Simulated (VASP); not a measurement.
# CaO in VASP: further runs

CaO is run at these levels: r2SCAN; tasks: single point.

All numbers are computed with VASP 6.6.1; they aren't measurements. Logs are shortened: lines on timing, memory, paths and dates and some standing lists are left out, and cuts for length are marked.

### Step 1. The cell of the first run

Symmetry: F-43m, No. 216, cubic system. Conventional cell: a = 5.244 Å, b = 5.244 Å, c = 5.244 Å, α = 90.00°, β = 90.00°, γ = 90.00°. Ca (site symmetry -43m) has 4 O at 2.27 Å within 3.0 Å. Within 3.0 Å of O (site symmetry -43m) lie 4 Ca at 2.27 Å.

### Step 2. Single point, r2SCAN

POSCAR reads:

```
CaO
1.0
    0.0000000000      2.6218925023      2.6218925023
    2.6218925023      0.0000000000      2.6218925023
    2.6218925023      2.6218925023      0.0000000000
Ca O
1 1
Direct
    0.0000000000      0.0000000000      0.0000000000
    0.2500000000      0.2500000000      0.2500000000
```

INCAR.step1 reads:

```
SYSTEM = CaO
PREC = Accurate ; ENCUT = 520
ISMEAR = 0 ; SIGMA = 0.05
LREAL = .False. ; LASPH = .True.
NELM = 60 ; NBANDS = 15
GGA = PE ; ALGO = Normal
EDIFF = 1E-4 ; LWAVE = .True.
LCHARG = .False.
```

INCAR.step2 reads:

```
SYSTEM = CaO
PREC = Accurate ; ENCUT = 520
EDIFF = 1E-6 ; ISMEAR = 0
SIGMA = 0.05 ; LREAL = .False.
LASPH = .True. ; NELM = 60
ALGO = Normal ; ISIF = 2
LWAVE = .False. ; LCHARG = .True.
METAGGA = R2SCAN ; LMIXTAU = .True.
LELF = .True. ; LVHAR = .True.
NBANDS = 15 ; ISTART = 1
```

KPOINTS reads:

```
regular mesh
0
Gamma
  8 8 8
  0 0 0
```

Potentials or basis: VASP PAW PBE potentials, release 64 (Ca_sv, O).

Started as:

```console
> cat potpaw_PBE.64/Ca_sv/POTCAR potpaw_PBE.64/O/POTCAR > POTCAR
> cp INCAR.step1 INCAR
> mpirun -np 1 vasp_std > vasp.out
> cp INCAR.step2 INCAR
> mpirun -np 1 vasp_std > vasp.out
```

OUTCAR:

```text
SYSTEM = CaO
   PREC = Accurate
   ENCUT = 520
   EDIFF = 1E-6
   ISMEAR = 0
   LREAL = .False.
   LASPH = .True.
   NELM = 60
   ISIF = 2
   METAGGA = R2SCAN
   ISTART = 1

 ion  position               nearest neighbor table
   1  0.000  0.000  0.000-   2 2.27   2 2.27   2 2.27   2 2.27
   2  0.250  0.250  0.250-   1 2.27   1 2.27   1 2.27   1 2.27

  LATTYP: Found a face centered cubic cell.
 ALAT       =     5.2437850046

  Lattice vectors:

 A1 = (   0.0000000000,   2.6218925023,   2.6218925023)
 A2 = (   2.6218925023,   0.0000000000,   2.6218925023)
 A3 = (   2.6218925023,   2.6218925023,   0.0000000000)

Analysis of symmetry for initial positions (statically):
=====================================================================
 Subroutine PRICEL returns:
 Original cell was already a primitive cell.

 Routine SETGRP: Setting up the symmetry group for a
 face centered cubic supercell.

 Subroutine GETGRP returns: Found 24 space group operations
 (whereof 24 operations were pure point group operations)
 out of a pool of 48 trial point group operations.

The static configuration has the point symmetry T_d .

Analysis of symmetry for dynamics (positions and initial velocities):
=====================================================================
 Subroutine PRICEL returns:
 Original cell was already a primitive cell.

 Routine SETGRP: Setting up the symmetry group for a
 face centered cubic supercell.

 Subroutine GETGRP returns: Found 24 space group operations
 (whereof 24 operations were pure point group operations)
 out of a pool of 48 trial point group operations.

The dynamic configuration has the point symmetry T_d .

 Subroutine INISYM returns: Found 24 space group operations
 (whereof 24 operations are pure point group operations),
 and found     1 'primitive' translations

----------------------------------------------------------------------------------------

                                     Primitive cell

  volume of cell :      36.0475

  direct lattice vectors                    reciprocal lattice vectors
     0.000000000  2.621892502  2.621892502    -0.190701945  0.190701945  0.190701945
     2.621892502  0.000000000  2.621892502     0.190701945 -0.190701945  0.190701945
     2.621892502  2.621892502  0.000000000     0.190701945  0.190701945 -0.190701945

  length of vectors
     3.707915936  3.707915936  3.707915936     0.330305458  0.330305458  0.330305458

  position of ions in fractional coordinates (direct lattice)
     0.000000000  0.000000000  0.000000000
     0.250000000  0.250000000  0.250000000

  ion indices of the primitive-cell ions
   primitive index   ion index
                 1           1
                 2           2

----------------------------------------------------------------------------------------

 KPOINTS: regular mesh

Automatic generation of k-mesh.
 Grid dimensions read from file:
 generate k-points for:    8    8    8

 Generating k-lattice:

  Cartesian coordinates                     Fractional coordinates (reciprocal lattice)
    -0.023837743  0.023837743  0.023837743     0.125000000  0.000000000  0.000000000
     0.023837743 -0.023837743  0.023837743     0.000000000  0.125000000  0.000000000
     0.023837743  0.023837743 -0.023837743     0.000000000  0.000000000  0.125000000

  Length of vectors
     0.041288182  0.041288182  0.041288182

  Shift w.r.t. Gamma in fractional coordinates (k-lattice)
     0.000000000  0.000000000  0.000000000

 Subroutine IBZKPT returns following result:
 ===========================================

 Found     29 irreducible k-points:

 Following reciprocal coordinates:
            Coordinates               Weight
  0.000000  0.000000  0.000000      1.000000
  0.125000  0.000000  0.000000      8.000000
  0.250000  0.000000  0.000000      8.000000
  0.375000  0.000000  0.000000      8.000000
  0.500000  0.000000  0.000000      4.000000
  0.125000  0.125000  0.000000      6.000000
[... 16 lines left out ...]
  0.500000  0.250000  0.125000     48.000000
 -0.375000  0.250000  0.125000     24.000000
 [... further k-points ...]
   k-points           NKPTS =     29   k-points in BZ     NKDIM =     29   number of bands    NBANDS=     15
   number of dos      NEDOS =    301   number of ions     NIONS =      2
   total plane-waves  NPLWV =  21952
   dimension x,y,z NGX =    28 NGY =   28 NGZ =   28
   dimension x,y,z NGXF=    56 NGYF=   56 NGZF=   56
   ions per type =               1   1
   NGX,Y,Z   is equivalent  to a cutoff of  12.55, 12.55, 12.55 a.u.
   NGXF,Y,Z  is equivalent  to a cutoff of  25.11, 25.11, 25.11 a.u.
 SYSTEM =  CaO
   PREC   = accura    normal or accurate (medium, high low for compatibility)
   ISTART =      1    job   : 0-new  1-cont  2-samecut
   ICHARG =      0    charge: 1-file 2-atom 10-const
   ISPIN  =      1    spin polarized calculation?
   LNONCOLLINEAR =      F non collinear calculations
   LSORBIT =      F    spin-orbit coupling
   LASPH  =      T    aspherical Exc in radial PAW
   ENCUT  =  520.0 eV  38.22 Ry    6.18 a.u.   6.89  6.89  6.89*2*pi/ulx,y,z
   NELM   =     60;   NELMIN=  2; NELMDL=  0     # of ELM steps
   EDIFF  = 0.1E-05   stopping-criterion for ELM
   LREAL  =      F    real-space projection
   EDIFFG = 0.1E-04   stopping-criterion for IOM
   NSW    =      0    number of steps for IOM
   IBRION =     -1    ionic relax: 0-MD 1-quasi-New 2-CG
   NFREE  =      0    steps in history (QN), initial steepest desc. (CG)
   ISIF   =      2    stress and relaxation
   ISYM   =      2    0-nonsym 1-usesym 2-fastsym
   POTIM  = 0.5000    time-step for ionic-motion
   TEBEG  =    0.0;   TEEND  =   0.0 temperature during run
   PSTRESS=    0.0 pullay stress
   NELECT =      16.0000    total number of electrons
   NUPDOWN=      -1.0000    fix difference up-down
   EMIN   =  10.00;   EMAX   =-10.00  energy-range for DOS
   EFERMI =   0.00;   METHOD = LEGACY
   ISMEAR =     0;   SIGMA  =   0.05  broadening in eV -4-tet -1-fermi 0-gaus
   EFERMI_NEDOS =   21; number of points for ismear=-14 and -15
   IALGO  =     38    algorithm
   IMIX   =      4    mixing-type and parameters
     AMIX     =   0.40;   BMIX     =  1.00
     AMIX_MAG =   1.60;   BMIX_MAG =  1.00
  volume/ion in A,a.u.               =      18.02       121.63
  Fermi-wavevector in a.u.,A,eV,Ry     =   1.248792  2.359874 21.218017  1.559480
  Thomas-Fermi vector in A             =   2.382862
   LORBIT       =      0    0 simple, 1 ext, 2 COOP (PROOUT), +10 PAW based schemes
   METAGGA = R2SCAN    functional components
   LHFCALC =     F    Hartree Fock is set to
   AEXX    =    0.0000 exact exchange contribution
   IVDW    =     0    specifies the selected vdW correction
   LEPSILON=     F    determine dielectric tensor
   LRPA    =     F    only Hartree local field effects (RPA)
 non-spin polarized calculation
 Gauss-broadening in eV      SIGMA  =   0.05
  energy-cutoff  :      520.00
  volume of cell :       36.05
 maximum number of plane-waves:       982
   NGX = 13   NGY = 13   NGZ = 13

 number of electron      16.0000002 magnetization

 Free energy of the ion-electron system (eV)
  ---------------------------------------------------
  ext. energy  EPLUGINS =         0.00000000
  ---------------------------------------------------
  free energy    TOTEN  =       -18.94137707 eV

  energy without entropy =      -18.94137707  energy(sigma->0) =      -18.94137707

 E-fermi :   0.4367     XC(G=0):  -9.5000

 val. band max:        0.0689970678   @ k =  -0.2500   0.5000   0.2500
 cond. band min:       3.7429530236   @ k =   0.0000   0.0000   0.0000
 fundamental gap:      3.6739559558
 Fermi energy:         0.4367105866

 k-point     1 :       0.0000    0.0000    0.0000
  band No.  band energies     occupation
      1     -38.5678      2.00000
      2     -18.6305      2.00000
      3     -18.6305      2.00000
      4     -18.6305      2.00000
      5     -15.6549      2.00000
      6      -0.5231      2.00000
      7      -0.5231      2.00000
      8      -0.5231      2.00000
      9       3.7430      0.00000
     10       8.6514      0.00000
     11       8.6514      0.00000
     12      10.2393      0.00000
     13      10.2393      0.00000
     14      10.2393      0.00000
     15      17.2759      0.00000

 k-point     2 :       0.1250    0.0000    0.0000
  band No.  band energies     occupation
      1     -38.5616      2.00000
      2     -18.7584      2.00000
      3     -18.6381      2.00000
      4     -18.6381      2.00000
      5     -15.5296      2.00000
      6      -0.6865      2.00000
      7      -0.4814      2.00000
      8      -0.4814      2.00000
      9       4.2814      0.00000
     10       8.4698      0.00000
     11       8.4698      0.00000
     12       9.9989      0.00000
     13      10.4011      0.00000
     14      10.4011      0.00000
     15      15.5167      0.00000

 k-point     3 :       0.2500    0.0000    0.0000
  band No.  band energies     occupation
      1     -38.5467      2.00000
      2     -19.0295      2.00000
      3     -18.6564      2.00000
      4     -18.6564      2.00000
      5     -15.2700      2.00000
      6      -0.8975      2.00000
      7      -0.3871      2.00000
      8      -0.3871      2.00000
      9       5.4075      0.00000
     10       8.2879      0.00000
     11       8.2879      0.00000
     12       9.5248      0.00000
     13      10.4938      0.00000
     14      10.4938      0.00000
     15      13.5304      0.00000

 k-point     4 :       0.3750    0.0000    0.0000
  band No.  band energies     occupation
      1     -38.5318      2.00000
      2     -19.2636      2.00000
      3     -18.6745      2.00000
      4     -18.6745      2.00000
      5     -15.0548      2.00000
      6      -0.9343      2.00000
      7      -0.3030      2.00000
      8      -0.3030      2.00000
      9       6.3051      0.00000
     10       8.3799      0.00000
     11       8.3799      0.00000
     12       9.0591      0.00000
     13      10.2615      0.00000
     14      10.2616      0.00000
     15      12.5787      0.00000
[... 307 lines left out ...]
 k-point    22 :       0.3750    0.2500    0.1250
  band No.  band energies     occupation
      1     -38.5357      2.00000
      2     -19.1481      2.00000
      3     -18.7283      2.00000
      4     -18.6808      2.00000
      5     -15.0913      2.00000
      6      -1.0101      2.00000
      7      -0.3179      2.00000
      8      -0.2622      2.00000
      9       5.9980      0.00000
     10       7.2489      0.00000
     11       8.8490      0.00000
     12       9.7180      0.00000
     13      10.4073      0.00000
     14      10.6023      0.00000
     15      14.1541      0.00000

 k-point    23 :       0.5000    0.2500    0.1250
  band No.  band energies     occupation
      1     -38.5237      2.00000
      2     -19.2914      2.00000
      3     -18.7772      2.00000
      4     -18.7016      2.00000
      5     -14.9236      2.00000
      6      -0.8857      2.00000
      7      -0.3723      2.00000
      8      -0.1652      2.00000
      9       6.0850      0.00000
     10       7.3858      0.00000
     11       8.7746      0.00000
     12       9.8367      0.00000
     13      10.3656      0.00000
     14      10.8357      0.00000
     15      13.3392      0.00000

 k-point    24 :      -0.3750    0.2500    0.1250
  band No.  band energies     occupation
      1     -38.5187      2.00000
      2     -19.3469      2.00000
      3     -18.7956      2.00000
      4     -18.7122      2.00000
      5     -14.8591      2.00000
      6      -0.7510      2.00000
      7      -0.4519      2.00000
      8      -0.1258      2.00000
      9       5.9701      0.00000
     10       7.5134      0.00000
     11       8.6780      0.00000
     12      10.0202      0.00000
     13      10.2358      0.00000
     14      11.1912      0.00000
     15      12.9058      0.00000

 [... further k-points ...]

------------------------ aborting loop because EDIFF is reached ----------------------------------------

  FORCE on cell =-STRESS in cart. coord.  units (eV):
  Direction    XX          YY          ZZ          XY          YZ          ZX
  --------------------------------------------------------------------------------------
  -------------------------------------------------------------------------------------
  Total       -0.1216542     -0.1216542     -0.1216542      0.0000000      0.0000000     -0.0000000
  in kB       -5.4070840     -5.4070840     -5.4070840      0.0000000      0.0000000     -0.0000000
  external PRESSURE =      -5.4070840 kB  Pullay stress =       0.0000000 kB

 VOLUME and BASIS-vectors are now :
 -----------------------------------------------------------------------------
  energy-cutoff  :      520.00
  volume of cell :       36.05
      direct lattice vectors                 reciprocal lattice vectors
     0.000000000  2.621892502  2.621892502    -0.190701945  0.190701945  0.190701945
     2.621892502  0.000000000  2.621892502     0.190701945 -0.190701945  0.190701945
     2.621892502  2.621892502  0.000000000     0.190701945  0.190701945 -0.190701945

 POSITION                                       TOTAL-FORCE (eV/Angst)
 -----------------------------------------------------------------------------------
      0.00000      0.00000      0.00000         0.000000      0.000000      0.000000
      1.31095      1.31095      1.31095        -0.000000     -0.000000     -0.000000
 -----------------------------------------------------------------------------------
    total drift:                               -0.000000     -0.000000     -0.000000

  FREE ENERGIE OF THE ION-ELECTRON SYSTEM (eV)
  ---------------------------------------------------
  free  energy   TOTEN  =       -18.9413770717 eV

  energy  without entropy=      -18.9413770717  energy(sigma->0) =      -18.94137707
```

It took 98 s on 1 thread of Intel Xeon 8259CL, shared host; peak memory 0.17 GiB.

What came out:

* Free energy: -18.9414 eV
* Pressure: -0.5 GPa
* Band gap on the k mesh: 3.67 eV (least direct gap 4.27 eV)

Caveat: the PAW data sets were made with another functional, which shifts forces and pressure a little. A k mesh can miss the band edges.

### Step 3. Single point, r2SCAN (18.06 Å³/atom)

This run uses another cell than the first one, of 18.06 Å³/atom.

POSCAR reads:

```
CaO
1.0
    0.0000000000      2.6237004181      2.6237004181
    2.6237004181      0.0000000000      2.6237004181
    2.6237004181      2.6237004181      0.0000000000
Ca O
1 1
Direct
    0.0000000000      0.0000000000      0.0000000000
    0.2500000000      0.2500000000      0.2500000000
```

INCAR.step1 reads:

```
ALGO     = Normal         # electronic algorithm
EDIFF    = 1E-4           # SCF threshold, eV
ENCUT    = 520            # plane-wave cutoff, eV
GGA      = PE             # functional
ISMEAR   = 0              # smearing method
LASPH    = T              # aspherical terms in the spheres
LCHARG   = F              # write CHGCAR
LREAL    = F              # projectors in reciprocal space
LWAVE    = T              # write WAVECAR
NBANDS   = 15             # bands
NELM     = 80             # most SCF steps
PREC     = Accurate       # precision mode
SIGMA    = 0.05           # smearing width, eV
```

INCAR.step2 reads:

```
ALGO     = Normal         # electronic algorithm
EDIFF    = 1E-7           # SCF threshold, eV
ENCUT    = 520            # plane-wave cutoff, eV
ISIF     = 2              # what is computed and relaxed
ISMEAR   = 0              # smearing method
ISTART   = 1            
LASPH    = T              # aspherical terms in the spheres
LCHARG   = T              # write CHGCAR
LELF     = T              # ELF
LMIXTAU  = T            
LREAL    = F              # projectors in reciprocal space
LVHAR    = T            
LWAVE    = F              # write WAVECAR
METAGGA  = R2SCAN         # meta-GGA
NBANDS   = 15             # bands
NELM     = 80             # most SCF steps
PREC     = Accurate       # precision mode
SIGMA    = 0.05           # smearing width, eV
```

KPOINTS reads:

```
k-points
0
Gamma
  8 8 8
```

Potentials or basis: VASP PAW PBE potentials, release 64 (Ca_sv, O).

Started as:

```console
> cat potpaw_PBE.64/Ca_sv/POTCAR potpaw_PBE.64/O/POTCAR > POTCAR
> cp INCAR.step1 INCAR
> mpirun -np 1 vasp_std > vasp.out
> cp INCAR.step2 INCAR
> mpirun -np 1 vasp_std > vasp.out
```

Run time: 1.8 min. Hardware: 1 thread of Intel Xeon 8259CL, shared host; peak memory 0.17 GiB.

Results (log left out):

| Item | Value |
| --- | --- |
| Free energy | -18.9412 eV |
| Pressure | -0.7 GPa |
| Band gap on the k mesh | 3.67 eV (least direct gap 4.26 eV) |

Levels at points of the mesh, in eV from the valence-band top:
| k point | band 4 | band 5 | band 6 | band 7 | band 8 | band 9 | band 10 | band 11 | band 12 | band 13 |
| --- | --- | --- | --- | --- | --- | --- | --- | --- | --- | --- |
| (0.00, 0.00, 0.00) | -18.71 | -15.72 | -0.59 | -0.59 | -0.59 | 3.67 | 8.57 | 8.57 | 10.16 | 10.16 |
| (0.50, 0.00, 0.00) | -18.76 | -15.05 | -0.98 | -0.34 | -0.34 | 6.52 | 8.45 | 8.45 | 8.70 | 9.96 |
| (0.50, 0.50, 0.00) | -18.84 | -14.84 | -1.38 | 0.00 | 0.00 | 5.30 | 7.15 | 9.63 | 9.92 | 9.92 |

Caveat: the PAW data sets were made with another functional, which shifts forces and pressure a little.

(Continued in part 2 of 2.)
